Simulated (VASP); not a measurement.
**Si (a cell with a defect): single point with PBE**

Crystal: Si (a cell with a defect).

```
CELL_PARAMETERS angstrom
0.00000 5.43000 5.43000
5.43000 0.00000 5.43000
5.43000 5.43000 0.00000
ATOMIC_POSITIONS crystal
Si 0.99660 0.99691 0.00297
Si 0.12239 0.12289 0.13159
Si 0.99888 0.00042 0.50005
Si 0.12223 0.12292 0.62264
Si 0.99665 0.50325 0.00296
Si 0.12622 0.62459 0.12437
Si 0.99651 0.50328 0.49666
Si 0.12227 0.63197 0.62262
Si 0.50267 0.99695 0.00325
Si 0.62426 0.12632 0.12454
Si 0.50250 0.99701 0.49686
Si 0.63039 0.12319 0.62303
Si 0.49991 0.50002 0.99992
Si 0.62430 0.62469 0.12454
Si 0.50256 0.50342 0.49684
Si 0.62419 0.62470 0.62623
Si 0.24887 0.25043 0.75006
```

```yaml
Program: VASP 6.6.1
Task: single point
Functional: PBE
Potentials_or_basis: VASP PAW PBE potentials, release 64 (Si)
Cutoff: 520 eV
k_mesh: 2 × 2 × 2
Occupations: fermi-dirac, width 0.05 eV
Spin: no spin polarisation
```

```
Pressure               : 5.3 GPa
Largest force          : 0.025 eV/Å
Band gap on the k mesh : zero (band 34 reaches 6.93 eV, above the bottom of band 35 at 6.67 eV)
```

Forces on the atoms (eV/Å):
```
Si   0.003  0.000  0.014
Si   0.002  0.002 -0.002
Si   0.000 -0.001  0.000
Si  -0.001 -0.001  0.000
Si  -0.014 -0.002 -0.002
Si  -0.010  0.010  0.010
Si   0.002  0.017  0.000
Si   0.000 -0.001  0.001
Si   0.000 -0.025 -0.002
Si   0.012 -0.008  0.014
Si   0.018  0.000  0.001
Si  -0.009  0.008  0.008
Si   0.001 -0.001 -0.001
Si  -0.014 -0.009 -0.012
Si   0.000 -0.001 -0.020
Si   0.011  0.013 -0.010
Si   0.000  0.000  0.000
```

Levels at points of the mesh, in eV from the Fermi level:
```
           k point  band 31  band 32  band 33  band 34  band 35  band 36  band 37  band 38
(0.00, 0.00, 0.00)    -0.79    -0.79    -0.79    -0.21    -0.21    -0.20     0.11     0.12
(0.50, 0.00, 0.00)    -1.55    -1.40    -1.40    -0.32     0.56     0.56     0.93     0.93
(0.00, 0.50, 0.00)    -1.54    -1.40    -1.40    -0.32     0.56     0.57     0.93     0.93
(0.00, 0.00, 0.50)    -1.54    -1.40    -1.40    -0.32     0.56     0.57     0.93     0.93
(0.50, 0.50, 0.50)    -1.54    -1.40    -1.40    -0.32     0.56     0.57     0.93     0.93
(0.50, 0.50, 0.00)    -2.00    -1.86    -0.96     0.04     0.75     1.05     1.06     1.17
(0.00, 0.50, 0.50)    -2.00    -1.86    -0.97     0.04     0.75     1.05     1.05     1.17
(0.50, 0.00, 0.50)    -2.00    -1.86    -0.96     0.04     0.75     1.05     1.06     1.17
```

It took 3 min on 1 thread of Intel(R) Xeon(R) Platinum 8488C (Sapphire Rapids), on a shared host, peak memory 0.46 GiB.

Caveat: the k points lie up to 0.50 Å⁻¹ apart.
